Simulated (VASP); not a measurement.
# SbS (Cmcm) in VASP: further runs

The runs below take SbS through relaxation of cell and atoms, with PBE.

Everything below comes from runs of VASP 6.6.1. Logs are shortened: lines on timing, memory, paths and dates and some standing lists are left out, and cuts for length are marked.

### Step 1. The cell of the first run

It takes space group Cmcm (No. 63, orthorhombic). Conventional cell: a = 4.132 Å, b = 12.716 Å, c = 3.653 Å, α = 90.00°, β = 90.00°, γ = 90.00°. Sb (site symmetry m2m) has 5 S at 2.79 to 2.95 Å and 4 Sb at 3.48 to 3.65 Å within 3.7 Å. S (site symmetry m2m) has 5 Sb at 2.79 to 2.95 Å and 2 S at 3.65 Å within 3.7 Å.

### Step 2. Relaxation of cell and atoms, PBE

INCAR reads:

```
SYSTEM = SbS
  PREC = Accurate
  ENCUT = 600
  EDIFF = 1E-6
  ISMEAR = 0
  SIGMA = 0.1
  LREAL = .False.
  LASPH = .True.
  NELM = 60
  ALGO = Normal
  ISIF = 3
  LWAVE = .False.
  LCHARG = .False.
  GGA = PE
  IBRION = 2
  NSW = 90
  EDIFFG = -0.04
```

KPOINTS reads:

```
regular mesh
0
Gamma
  4 4 6
  0 0 0
```

POSCAR reads:

```
SbS
1.0
    2.0658345743     -6.3580089264      0.0000000000
    2.0658345743      6.3580089264      0.0000000000
    0.0000000000      0.0000000000      3.6526040410
Sb S
2 2
Direct
    0.3837153859      0.6162846141      0.2500000000
    0.6162846141      0.3837153859      0.7500000000
    0.1514488132      0.8485511868      0.2500000000
    0.8485511868      0.1514488132      0.7500000000
```

Potentials or basis: VASP PAW PBE potentials, release 64 (Sb, S).

On the command line:

```console
> cat potpaw_PBE.64/Sb/POTCAR potpaw_PBE.64/S/POTCAR > POTCAR
> mpirun -np 1 vasp_std > vasp.out
```

OUTCAR:

```text
SYSTEM = SbS
   PREC = Accurate
   ENCUT = 600
   EDIFF = 1E-6
   ISMEAR = 0
   LREAL = .False.
   LASPH = .True.
   NELM = 60
   ISIF = 3
   GGA = PE
   IBRION = 2
   NSW = 90
   EDIFFG = -0.04

 ion  position               nearest neighbor table
   1  0.384  0.616  0.250-   4 2.79   4 2.79   4 2.79   4 2.79   3 2.95   2 3.48   2 3.48
   2  0.616  0.384  0.750-   3 2.79   3 2.79   3 2.79   3 2.79   4 2.95   1 3.48   1 3.48
   3  0.151  0.849  0.250-   2 2.79   2 2.79   2 2.79   2 2.79   1 2.95
   4  0.849  0.151  0.750-   1 2.79   1 2.79   1 2.79   1 2.79   2 2.95

  LATTYP: Found a base centered orthorhombic cell.
 ALAT       =     4.1316691486
 B/A-ratio  =     3.0776950902
 C/A-ratio  =     0.8840504672

  Lattice vectors:

 A1 = (   2.0658345743,  -6.3580089264,   0.0000000000)
 A2 = (   2.0658345743,   6.3580089264,   0.0000000000)
 A3 = (   0.0000000000,   0.0000000000,   3.6526040410)

Analysis of symmetry for initial positions (statically):
=====================================================================
 Subroutine PRICEL returns:
 Original cell was already a primitive cell.

 Routine SETGRP: Setting up the symmetry group for a
 base centered orthorhombic supercell.

 Subroutine GETGRP returns: Found  8 space group operations
 (whereof  4 operations were pure point group operations)
 out of a pool of  8 trial point group operations.

The static configuration has the point symmetry C_2h.
 The point group associated with its full space group is D_2h.

Analysis of symmetry for dynamics (positions and initial velocities):
=====================================================================
 Subroutine PRICEL returns:
 Original cell was already a primitive cell.

 Routine SETGRP: Setting up the symmetry group for a
 base centered orthorhombic supercell.

 Subroutine GETGRP returns: Found  8 space group operations
 (whereof  4 operations were pure point group operations)
 out of a pool of  8 trial point group operations.

The dynamic configuration has the point symmetry C_2h.
 The point group associated with its full space group is D_2h.

 Subroutine INISYM returns: Found  8 space group operations
 (whereof  4 operations are pure point group operations),
 and found     1 'primitive' translations

----------------------------------------------------------------------------------------

                                     Primitive cell

  volume of cell :      95.9509

  direct lattice vectors                    reciprocal lattice vectors
     2.065834574 -6.358008926  0.000000000     0.242032932 -0.078640972  0.000000000
     2.065834574  6.358008926  0.000000000     0.242032932  0.078640972  0.000000000
     0.000000000  0.000000000  3.652604041     0.000000000  0.000000000  0.273777280

  length of vectors
     6.685203811  6.685203811  3.652604041     0.254488394  0.254488394  0.273777280

  position of ions in fractional coordinates (direct lattice)
     0.383715386  0.616284614  0.250000000
     0.616284614  0.383715386  0.750000000
     0.151448813  0.848551187  0.250000000
     0.848551187  0.151448813  0.750000000

  ion indices of the primitive-cell ions
   primitive index   ion index
                 1           1
                 2           2
                 3           3
                 4           4

----------------------------------------------------------------------------------------

 KPOINTS: regular mesh

Automatic generation of k-mesh.
 Grid dimensions read from file:
 generate k-points for:    4    4    6

 Generating k-lattice:

  Cartesian coordinates                     Fractional coordinates (reciprocal lattice)
     0.060508233 -0.019660243  0.000000000     0.250000000  0.000000000  0.000000000
     0.060508233  0.019660243  0.000000000     0.000000000  0.250000000  0.000000000
     0.000000000  0.000000000  0.045629547     0.000000000  0.000000000  0.166666667

  Length of vectors
     0.063622099  0.063622099  0.045629547

  Shift w.r.t. Gamma in fractional coordinates (k-lattice)
     0.000000000  0.000000000  0.000000000

 Subroutine IBZKPT returns following result:
 ===========================================

 Found     28 irreducible k-points:

 Following reciprocal coordinates:
            Coordinates               Weight
  0.000000  0.000000  0.000000      1.000000
  0.250000  0.000000  0.000000      4.000000
  0.500000  0.000000  0.000000      2.000000
  0.250000  0.250000  0.000000      2.000000
  0.500000  0.250000  0.000000      4.000000
 -0.250000  0.250000  0.000000      2.000000
[... 16 lines left out ...]
  0.250000  0.000000  0.500000      4.000000
  0.500000  0.000000  0.500000      2.000000
 [... further k-points ...]
   k-points           NKPTS =     28   k-points in BZ     NKDIM =     28   number of bands    NBANDS=     15
   number of dos      NEDOS =    301   number of ions     NIONS =      4
   total plane-waves  NPLWV =  87480
   dimension x,y,z NGX =    54 NGY =   54 NGZ =   30
   dimension x,y,z NGXF=   108 NGYF=  108 NGZF=   60
   ions per type =               2   2
   NGX,Y,Z   is equivalent  to a cutoff of  13.43, 13.43, 13.65 a.u.
   NGXF,Y,Z  is equivalent  to a cutoff of  26.86, 26.86, 27.31 a.u.
 SYSTEM =  SbS
   PREC   = accura    normal or accurate (medium, high low for compatibility)
   ISTART =      0    job   : 0-new  1-cont  2-samecut
   ICHARG =      2    charge: 1-file 2-atom 10-const
   ISPIN  =      1    spin polarized calculation?
   LNONCOLLINEAR =      F non collinear calculations
   LSORBIT =      F    spin-orbit coupling
   LASPH  =      T    aspherical Exc in radial PAW
   ENCUT  =  600.0 eV  44.10 Ry    6.64 a.u.  13.35 13.35  7.30*2*pi/ulx,y,z
   NELM   =     60;   NELMIN=  2; NELMDL= -5     # of ELM steps
   EDIFF  = 0.1E-05   stopping-criterion for ELM
   LREAL  =      F    real-space projection
   EDIFFG = -.4E-01   stopping-criterion for IOM
   NSW    =     90    number of steps for IOM
   IBRION =      2    ionic relax: 0-MD 1-quasi-New 2-CG
   NFREE  =      1    steps in history (QN), initial steepest desc. (CG)
   ISIF   =      3    stress and relaxation
   ISYM   =      2    0-nonsym 1-usesym 2-fastsym
   POTIM  = 0.5000    time-step for ionic-motion
   TEBEG  =    0.0;   TEEND  =   0.0 temperature during run
   PSTRESS=    0.0 pullay stress
   NELECT =      22.0000    total number of electrons
   NUPDOWN=      -1.0000    fix difference up-down
   EMIN   =  10.00;   EMAX   =-10.00  energy-range for DOS
   EFERMI =   0.00;   METHOD = LEGACY
   ISMEAR =     0;   SIGMA  =   0.10  broadening in eV -4-tet -1-fermi 0-gaus
   EFERMI_NEDOS =   21; number of points for ismear=-14 and -15
   IALGO  =     38    algorithm
   IMIX   =      4    mixing-type and parameters
     AMIX     =   0.40;   BMIX     =  1.00
     AMIX_MAG =   1.60;   BMIX_MAG =  1.00
  volume/ion in A,a.u.               =      23.99       161.88
  Fermi-wavevector in a.u.,A,eV,Ry     =   1.001996  1.893498 13.660193  1.003996
  Thomas-Fermi vector in A             =   2.134454
   LORBIT       =      0    0 simple, 1 ext, 2 COOP (PROOUT), +10 PAW based schemes
   GGA     = PE    functional components
   LHFCALC =     F    Hartree Fock is set to
   AEXX    =    0.0000 exact exchange contribution
   IVDW    =     0    specifies the selected vdW correction
   LEPSILON=     F    determine dielectric tensor
   LRPA    =     F    only Hartree local field effects (RPA)
 conjugate gradient relaxation of ions
 non-spin polarized calculation
 Gauss-broadening in eV      SIGMA  =   0.10
  energy-cutoff  :      600.00
  volume of cell :       95.95
 maximum number of plane-waves:      3240
 NGX is ok and might be reduce to    54
   NGX = 27   NGY = 27   NGZ = 15

--------------------------------------- Ionic step        1  -------------------------------------------

 number of electron      22.0000000 magnetization

 Free energy of the ion-electron system (eV)
  ---------------------------------------------------
  ext. energy  EPLUGINS =         0.00000000
  ---------------------------------------------------
  free energy    TOTEN  =       -16.50290271 eV

  energy without entropy =      -16.49552767  energy(sigma->0) =      -16.49921519

------------------------ aborting loop because EDIFF is reached ----------------------------------------

  FORCE on cell =-STRESS in cart. coord.  units (eV):
  Direction    XX          YY          ZZ          XY          YZ          ZX
  --------------------------------------------------------------------------------------
  -------------------------------------------------------------------------------------
  Total       -0.3234023      0.1636758     -0.6796802      0.0000000      0.0000000      0.0000000
  in kB       -5.4001327      2.7330394    -11.3492173      0.0000000      0.0000000      0.0000000
  external PRESSURE =      -4.6721035 kB  Pullay stress =       0.0000000 kB
[... 213 lines left out ...]
  energy  without entropy=      -16.5036941575  energy(sigma->0) =      -16.50728332

--------------------------------------- Ionic step        7  -------------------------------------------

 number of electron      21.9999999 magnetization

 Free energy of the ion-electron system (eV)
  ---------------------------------------------------
  ext. energy  EPLUGINS =         0.00000000
  ---------------------------------------------------
  free energy    TOTEN  =       -16.51211598 eV

  energy without entropy =      -16.50396339  energy(sigma->0) =      -16.50803968

 E-fermi :   7.1159     XC(G=0):  -9.8657

 val. band max:        7.1051918214   @ k =  -0.2500   0.2500   0.3333
 cond. band min:       7.1884021754   @ k =   0.2500   0.2500   0.5000
 fundamental gap:      0.0832103540
 Fermi energy:         7.1158942298

 k-point     1 :       0.0000    0.0000    0.0000
  band No.  band energies     occupation
      1      -7.8229      2.00000
      2      -6.6224      2.00000
      3      -1.2401      2.00000
      4      -0.6443      2.00000
      5       1.7921      2.00000
      6       2.1918      2.00000
      7       2.5773      2.00000
      8       3.4042      2.00000
      9       4.3305      2.00000
     10       5.8030      2.00000
     11       8.0413      0.00000
     12       8.5450      0.00000
     13      10.2516      0.00000
     14      10.2914      0.00000
     15      10.4209      0.00000
[... 397 lines left out ...]
 k-point    24 :       0.5000    0.0000    0.5000
  band No.  band energies     occupation
      1      -5.6823      2.00000
      2      -5.6823      2.00000
      3      -1.7764      2.00000
      4      -1.7764      2.00000
      5       0.4773      2.00000
      6       0.4773      2.00000
      7       1.2437      2.00000
      8       1.2437      2.00000
      9       4.0791      2.00000
     10       4.0791      2.00000
     11       7.0428      1.69903
     12       7.0428      1.69903
     13      10.3187      0.00000
     14      10.3187      0.00000
     15      10.8339      0.00000

 [... further k-points ...]
[... 5 lines left out ...]
  --------------------------------------------------------------------------------------
  -------------------------------------------------------------------------------------
  Total       -0.0051494     -0.0786672     -0.0896555      0.0000000      0.0000000      0.0000000
  in kB       -0.0864274     -1.3203536     -1.5047817      0.0000000      0.0000000      0.0000000
  external PRESSURE =      -0.9705209 kB  Pullay stress =       0.0000000 kB
[... 19 lines left out ...]
  FREE ENERGIE OF THE ION-ELECTRON SYSTEM (eV)
  ---------------------------------------------------
  free  energy   TOTEN  =       -16.5121159811 eV

  energy  without entropy=      -16.5039633866  energy(sigma->0) =      -16.50803968

 reached required accuracy - stopping structural energy minimisation
```

It took 4.5 min on 1 thread of Intel Xeon Platinum 8375C at 2.90GHz (Ice Lake), shared host; peak memory 0.3 GiB.

Results:

| Quantity | Value |
| --- | --- |
| Free energy | -16.5121 eV |
| Relaxed volume | 23.86 Å³/atom |
| Relaxed cell | a = 6.741 Å, b = 6.741 Å, c = 3.632 Å, α = 90.00°, β = 90.00°, γ = 144.67° |
| Space group after relaxing (to 0.05 Å) | Cmcm (No. 63) |
| Energy gained by relaxing | 2.3 meV/atom |
| Ionic steps | 7 |
| Pressure after relaxing | -0.1 GPa |
| Largest force after relaxing | 0.029 eV/Å |
| Band gap on the k mesh | zero (band 11 reaches 8.04 eV, above the bottom of band 12 at 6.10 eV) |

Forces in eV/Å, atoms in the order of the input:
```
Sb   0.000 -0.011  0.000
Sb   0.000  0.011  0.000
S    0.000  0.029  0.000
S    0.000 -0.029  0.000
```

Stress tensor (GPa, compression positive):
```
-0.01  0.00  0.00
 0.00 -0.13  0.00
 0.00  0.00 -0.15
```

The path:
| step | energy change (eV) | largest force (eV/Å) | pressure (GPa) | volume (Å³) |
| --- | --- | --- | --- | --- |
| 1 | 0.0000 | 0.0976 | -0.47 | 95.95 |
| 2 | -0.0044 | 0.1186 | 0.30 | 94.98 |
| 3 | -0.0044 | 0.1191 | 0.33 | 94.94 |
| 4 | -0.0064 | 0.0820 | 0.11 | 95.27 |
| 5 | -0.0069 | 0.0540 | -0.06 | 95.53 |
| 6 | -0.0080 | 0.0425 | -0.07 | 95.51 |
| 7 | -0.0092 | 0.0288 | -0.10 | 95.46 |

Final structure:
```yaml
crystal:
  lattice:
    - [2.04575, -6.42308, 0.00000]
    - [2.04575, 6.42308, 0.00000]
    - [0.00000, 0.00000, 3.63235]
  atoms:
    - { symbol: Sb, position: [0.38689, 0.61311, 0.25000] }
    - { symbol: Sb, position: [0.61311, 0.38689, 0.75000] }
    - { symbol: S, position: [0.15134, 0.84866, 0.25000] }
    - { symbol: S, position: [0.84866, 0.15134, 0.75000] }
```

Caveat: the k points lie up to 0.40 Å⁻¹ apart in the final cell; spin-orbit coupling is left out, which moves the levels of the heavy elements.

(Part 1 of 2 ends here.)
